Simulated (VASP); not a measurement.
Wanted: the native input for a VASP 6.6.1 run.

| Quantity | Value |
| --- | --- |
| Task | single point |
| Functional | PBE |
| Potentials or basis | VASP PAW PBE potentials, release 64 (Ca_sv, Dy_3), 4f in core |
| Cutoff | 500 eV |
| k mesh | 8 × 8 × 4 |
| Occupations | gaussian, width 0.1 eV |
| Spin | no spin polarisation |
| Dipole correction | no |
| Mended | yes |
| Further INCAR settings | ALGO = Normal; EDIFF = 1e-06; NBANDS = 32 |

The structure of Ca4Dy lies in POSCAR:

```
Ca4Dy
1.0
    4.6645767161      0.0000000000      0.0000000000
    0.0000000000      4.6645767161      0.0000000000
    0.0000000000      0.0000000000      9.0926374038
Ca Dy
4 1
Direct
    0.0000000000      0.5000000000      0.5000000000
    0.5000000000      0.0000000000      0.5000000000
    0.0000000000      0.0000000000      0.1889662778
    0.0000000000      0.0000000000      0.8110337222
    0.5000000000      0.5000000000      0.0000000000
```

The input as run:

INCAR

```
  ALGO = Normal
  EDIFF = 1E-6
  ENCUT = 500
  GGA = PE
  GGA_COMPAT = False
  ISIF = 2
  ISMEAR = 0
  LASPH = True
  LCHARG = False
  LMAXMIX = 6
  LREAL = False
  LWAVE = False
  NBANDS = 32
  NELM = 200
  PREC = Accurate
  SIGMA = 0.1
```

KPOINTS

```
k-points
0
Gamma
  8 8 4
```

Potentials or basis: VASP PAW PBE potentials, release 64 (Ca_sv, Dy_3), 4f in core.

The run is started by

```sh
$ cat potpaw_PBE.64/Ca_sv/POTCAR potpaw_PBE.64/Dy_3/POTCAR > POTCAR
$ mpirun -np 1 vasp_std > vasp.out
```

Results of the run:

| Item | Value |
| --- | --- |
| Pressure | 0.6 GPa |
| Largest force | 0.006 eV/Å |
| Band gap on the k mesh | zero (an odd number of electrons rules out a gap without spin polarisation) |

Caveat: spin-orbit coupling is left out, which moves the levels of the heavy elements; the 4f electrons are frozen in the core, so they carry no moment and show no levels.

Run time: 4.6 min on 1 thread of AMD EPYC 7R13 Processor (Zen 3) (shared host), peak memory 0.39 GiB.
